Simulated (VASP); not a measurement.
# Ru (P1) in VASP: single point with PBEsol

Aim: the single point of Ru with PBEsol.

All numbers are computed with VASP 6.6.1; they aren't measurements. Logs are shortened: lines on timing, memory, paths and dates and some standing lists are left out, and cuts for length are marked.

## Step 1: The cell of the first run

The typed cell holds 4 atoms: a = 2.762 Å, b = 2.638 Å, c = 8.467 Å, α = 90.31°, β = 90.19°, γ = 117.17°.

## Step 2: Single point, PBEsol (atoms moved at random and the cell strained at random)

INCAR reads:

```
SYSTEM = Ru
PREC = Accurate
ENCUT = 520
EDIFF = 1E-7
ISMEAR = 0
SIGMA = 0.15
LREAL = .False.
LASPH = .True.
NELM = 100
ALGO = Fast
ISIF = 2
LWAVE = .False.
LCHARG = .False.
GGA = PS
NBANDS = 36
```

KPOINTS reads:

```
regular mesh
0
Gamma
  12 12 4
  0 0 0
```

POSCAR reads:

```
Ru
1.0
    2.7597424050      0.1025934295     -0.0042540828
   -1.2910226863      2.3008327732     -0.0071274721
   -0.0134507250     -0.0337880179      8.4666426551
Ru
4
Direct
    0.2781633838      0.6659622012      0.1259265703
    0.3134159599      0.6242020260      0.6185166735
    0.7078555708      0.3213702675      0.3923257798
    0.7005650855      0.3884655053      0.8632309764
```

Potentials or basis: VASP PAW PBE potentials, release 64 (Ru_pv).

The run is started by

```console
$ cat potpaw_PBE.64/Ru_pv/POTCAR > POTCAR
$ mpirun -np 1 vasp_std > vasp.out
```

OUTCAR:

```text
SYSTEM = Ru
   PREC = Accurate
   ENCUT = 520
   EDIFF = 1E-7
   ISMEAR = 0
   LREAL = .False.
   LASPH = .True.
   NELM = 100
   ISIF = 2
   GGA = PS

 ion  position               nearest neighbor table
   1  0.278  0.666  0.126-   4 2.63   3 2.67   3 2.75   4 2.76   4 2.82   3 2.88
   2  0.313  0.624  0.619-   3 2.42   3 2.51   4 2.54   3 2.54   4 2.57   4 2.73
   3  0.708  0.321  0.392-   2 2.42   2 2.51   2 2.54   1 2.67   1 2.75   1 2.88
   4  0.701  0.388  0.863-   2 2.54   2 2.57   1 2.63   2 2.73   1 2.76   1 2.82

  LATTYP: Found a triclinic cell.
 ALAT       =     2.8166868239
 B/A-ratio  =     0.9804611415
 C/A-ratio  =     3.0059148524
 COS(alpha) =     0.0032762090
 COS(beta)  =     0.0082742820
 COS(gamma) =     0.5527796948

  Lattice vectors:

 A1 = (   1.4687197187,   2.4034262027,  -0.0113815549)
 A2 = (   2.7597424050,   0.1025934295,  -0.0042540828)
 A3 = (   0.0134507250,   0.0337880179,  -8.4666426551)

Analysis of symmetry for initial positions (statically):
=====================================================================
 Subroutine PRICEL returns:
 Original cell was already a primitive cell.

 Routine SETGRP: Setting up the symmetry group for a
 triclinic supercell.

 Subroutine GETGRP returns: Found  1 space group operations
 (whereof  1 operations were pure point group operations)
 out of a pool of  2 trial point group operations.

The static configuration has the point symmetry C_1 .

Analysis of symmetry for dynamics (positions and initial velocities):
=====================================================================
 Subroutine PRICEL returns:
 Original cell was already a primitive cell.

 Routine SETGRP: Setting up the symmetry group for a
 triclinic supercell.

 Subroutine GETGRP returns: Found  1 space group operations
 (whereof  1 operations were pure point group operations)
 out of a pool of  2 trial point group operations.

The dynamic configuration has the point symmetry C_1 .

 Subroutine INISYM returns: Found  1 space group operations
 (whereof  1 operations are pure point group operations),
 and found     1 'primitive' translations

----------------------------------------------------------------------------------------

                                     Primitive cell

  volume of cell :      54.8811

  direct lattice vectors                    reciprocal lattice vectors
     2.759742405  0.102593429 -0.004254083     0.354950575  0.199170898  0.001358736
    -1.291022686  2.300832773 -0.007127472    -0.015824714  0.425751005  0.001673914
    -0.013450725 -0.033788018  8.466642655     0.000165024  0.000458484  0.118112663

  length of vectors
     2.761651979  2.638299041  8.466720758     0.407014501  0.426048286  0.118113668

  position of ions in fractional coordinates (direct lattice)
     0.278163384  0.665962201  0.125926570
     0.313415960  0.624202026  0.618516673
     0.707855571  0.321370268  0.392325780
     0.700565086  0.388465505  0.863230976

  ion indices of the primitive-cell ions
   primitive index   ion index
                 1           1
                 2           2
                 3           3
                 4           4

----------------------------------------------------------------------------------------

 KPOINTS: regular mesh

Automatic generation of k-mesh.
 Grid dimensions read from file:
 generate k-points for:   12   12    4

 Generating k-lattice:

  Cartesian coordinates                     Fractional coordinates (reciprocal lattice)
     0.029579215  0.016597575  0.000113228     0.083333333  0.000000000 -0.000000000
    -0.001318726  0.035479250  0.000139493     0.000000000  0.083333333  0.000000000
     0.000041256  0.000114621  0.029528166     0.000000000  0.000000000  0.250000000

  Length of vectors
     0.033917875  0.035504024  0.029528417

  Shift w.r.t. Gamma in fractional coordinates (k-lattice)
     0.000000000  0.000000000  0.000000000

 Subroutine IBZKPT returns following result:
 ===========================================

 Found    292 irreducible k-points:

 Following reciprocal coordinates:
            Coordinates               Weight
  0.000000  0.000000  0.000000      1.000000
  0.083333  0.000000  0.000000      2.000000
  0.166667  0.000000  0.000000      2.000000
  0.250000  0.000000  0.000000      2.000000
  0.333333  0.000000  0.000000      2.000000
  0.416667  0.000000  0.000000      2.000000
[... 16 lines left out ...]
  0.250000  0.166667  0.000000      2.000000
  0.333333  0.166667  0.000000      2.000000
 [... further k-points ...]
   k-points           NKPTS =    292   k-points in BZ     NKDIM =    292   number of bands    NBANDS=     36
   number of dos      NEDOS =    301   number of ions     NIONS =      4
   total plane-waves  NPLWV =  30720
   dimension x,y,z NGX =    24 NGY =   20 NGZ =   64
   dimension x,y,z NGXF=    48 NGYF=   40 NGZF=  128
   ions per type =               4
   NGX,Y,Z   is equivalent  to a cutoff of  14.45, 12.60, 12.57 a.u.
   NGXF,Y,Z  is equivalent  to a cutoff of  28.90, 25.21, 25.13 a.u.
 SYSTEM =  Ru
   PREC   = accura    normal or accurate (medium, high low for compatibility)
   ISTART =      0    job   : 0-new  1-cont  2-samecut
   ICHARG =      2    charge: 1-file 2-atom 10-const
   ISPIN  =      1    spin polarized calculation?
   LNONCOLLINEAR =      F non collinear calculations
   LSORBIT =      F    spin-orbit coupling
   LASPH  =      T    aspherical Exc in radial PAW
   ENCUT  =  520.0 eV  38.22 Ry    6.18 a.u.   5.13  4.91 15.74*2*pi/ulx,y,z
   NELM   =    100;   NELMIN=  2; NELMDL= -5     # of ELM steps
   EDIFF  = 0.1E-06   stopping-criterion for ELM
   LREAL  =      F    real-space projection
   EDIFFG = 0.1E-05   stopping-criterion for IOM
   NSW    =      0    number of steps for IOM
   IBRION =     -1    ionic relax: 0-MD 1-quasi-New 2-CG
   NFREE  =      0    steps in history (QN), initial steepest desc. (CG)
   ISIF   =      2    stress and relaxation
   ISYM   =      2    0-nonsym 1-usesym 2-fastsym
   POTIM  = 0.5000    time-step for ionic-motion
   TEBEG  =    0.0;   TEEND  =   0.0 temperature during run
   PSTRESS=    0.0 pullay stress
   NELECT =      56.0000    total number of electrons
   NUPDOWN=      -1.0000    fix difference up-down
   EMIN   =  10.00;   EMAX   =-10.00  energy-range for DOS
   EFERMI =   0.00;   METHOD = LEGACY
   ISMEAR =     0;   SIGMA  =   0.15  broadening in eV -4-tet -1-fermi 0-gaus
   EFERMI_NEDOS =   21; number of points for ismear=-14 and -15
   IALGO  =     68    algorithm
   IMIX   =      4    mixing-type and parameters
     AMIX     =   0.40;   BMIX     =  1.00
     AMIX_MAG =   1.60;   BMIX_MAG =  1.00
  volume/ion in A,a.u.               =      13.72        92.59
  Fermi-wavevector in a.u.,A,eV,Ry     =   1.648149  3.114550 36.958804  2.716395
  Thomas-Fermi vector in A             =   2.737487
   LORBIT       =      0    0 simple, 1 ext, 2 COOP (PROOUT), +10 PAW based schemes
   GGA     = PS    functional components
   LHFCALC =     F    Hartree Fock is set to
   AEXX    =    0.0000 exact exchange contribution
   IVDW    =     0    specifies the selected vdW correction
   LEPSILON=     F    determine dielectric tensor
   LRPA    =     F    only Hartree local field effects (RPA)
 non-spin polarized calculation
 RMM-DIIS sequential band-by-band and
 Gauss-broadening in eV      SIGMA  =   0.15
  energy-cutoff  :      520.00
  volume of cell :       54.88
 maximum number of plane-waves:      1499
 NGX is ok and might be reduce to    24
   NGX = 11   NGY =  9   NGZ = 31

 number of electron      56.0000003 magnetization

 Free energy of the ion-electron system (eV)
  ---------------------------------------------------
  ext. energy  EPLUGINS =         0.00000000
  ---------------------------------------------------
  free energy    TOTEN  =       -39.87471179 eV

  energy without entropy =      -39.83735438  energy(sigma->0) =      -39.85603308

 E-fermi :  12.5516     XC(G=0): -14.1960

 val. band max:       12.5507126230   @ k =   0.0833   0.1667   0.5000
 cond. band min:      12.5542963552   @ k =   0.1667   0.0833   0.5000
 fundamental gap:      0.0035837323
 Fermi energy:        12.5516122460

 k-point     1 :       0.0000    0.0000    0.0000
  band No.  band energies     occupation
      1     -31.2521      2.00000
      2     -30.5179      2.00000
      3     -30.4175      2.00000
      4     -30.3884      2.00000
      5     -30.1882      2.00000
      6     -30.1184      2.00000
[... 28 lines left out ...]
     35      14.1628      0.00000
     36      14.3409      0.00000

 k-point     2 :       0.0833    0.0000    0.0000
  band No.  band energies     occupation
      1     -31.2333      2.00000
      2     -30.5774      2.00000
      3     -30.4567      2.00000
      4     -30.3613      2.00000
      5     -30.2009      2.00000
      6     -30.1290      2.00000
[... 28 lines left out ...]
     35      13.7123      0.00000
     36      16.0458      0.00000

 k-point     3 :       0.1667    0.0000    0.0000
  band No.  band energies     occupation
      1     -31.1838      2.00000
      2     -30.7140      2.00000
      3     -30.5218      2.00000
      4     -30.3767      2.00000
      5     -30.2356      2.00000
      6     -30.1715      2.00000
[... 28 lines left out ...]
     35      13.9417      0.00000
     36      18.0246      0.00000
[... 742 lines left out ...]
 k-point    23 :       0.2500    0.1667    0.0000
  band No.  band energies     occupation
      1     -31.0862      2.00000
      2     -30.9646      2.00000
      3     -30.6049      2.00000
      4     -30.5873      2.00000
      5     -30.4654      2.00000
      6     -30.3581      2.00000
[... 28 lines left out ...]
     35      15.6903      0.00000
     36      22.4560      0.00000

 k-point    24 :       0.3333    0.1667    0.0000
  band No.  band energies     occupation
      1     -31.1203      2.00000
      2     -31.0340      2.00000
      3     -30.6699      2.00000
      4     -30.5321      2.00000
      5     -30.5050      2.00000
      6     -30.4400      2.00000
[... 28 lines left out ...]
     35      16.8207      0.00000
     36      20.0348      0.00000

 [... further k-points ...]

------------------------ aborting loop because EDIFF is reached ----------------------------------------

  FORCE on cell =-STRESS in cart. coord.  units (eV):
  Direction    XX          YY          ZZ          XY          YZ          ZX
  --------------------------------------------------------------------------------------
  -------------------------------------------------------------------------------------
  Total       -3.2563173     -2.1320537      2.3518523     -4.1021816      0.2424186      1.0636611
  in kB      -95.0636029    -62.2423087     68.6590202   -119.7574194      7.0770714     31.0520887
  external PRESSURE =     -29.5489638 kB  Pullay stress =       0.0000000 kB

 VOLUME and BASIS-vectors are now :
 -----------------------------------------------------------------------------
  energy-cutoff  :      520.00
  volume of cell :       54.88
      direct lattice vectors                 reciprocal lattice vectors
     2.759742405  0.102593429 -0.004254083     0.354950575  0.199170898  0.001358736
    -1.291022686  2.300832773 -0.007127472    -0.015824714  0.425751005  0.001673914
    -0.013450725 -0.033788018  8.466642655     0.000165024  0.000458484  0.118112663

 POSITION                                       TOTAL-FORCE (eV/Angst)
 -----------------------------------------------------------------------------------
     -0.09381      1.55655      1.06025         0.793807      0.250582     -0.131461
      0.05077      1.44744      5.23098         0.421108      1.312987      1.685925
      1.53333      0.79878      3.31638        -1.001438     -0.441795     -3.019572
      1.42025      0.93650      7.30292        -0.213477     -1.121775      1.465108
 -----------------------------------------------------------------------------------
    total drift:                               -0.000096     -0.000270      0.000181

  FREE ENERGIE OF THE ION-ELECTRON SYSTEM (eV)
  ---------------------------------------------------
  free  energy   TOTEN  =       -39.8747117858 eV

  energy  without entropy=      -39.8373543756  energy(sigma->0) =      -39.85603308
```

Wall time 4.1 min (1 thread of Intel Xeon 6975P-C (Granite Rapids), shared host); peak memory 0.48 GiB.

What came out:

```
Free energy            : -39.8747 eV
Pressure               : -3.0 GPa
Largest force          : 3.212 eV/Å
Band gap on the k mesh : zero (bands 28 and 29 overlap by 2.54 eV)
```

Forces in eV/Å, atoms in the order of the input:
```
Ru   0.794  0.251 -0.131
Ru   0.421  1.313  1.686
Ru  -1.001 -0.442 -3.020
Ru  -0.213 -1.122  1.465
```

Caveat: the cell differs from its parent crystal (atoms moved at random and the cell strained at random); the stress differs along the axes, from -10 to 7 GPa; the PAW data sets were made with another functional, which shifts forces and pressure a little.
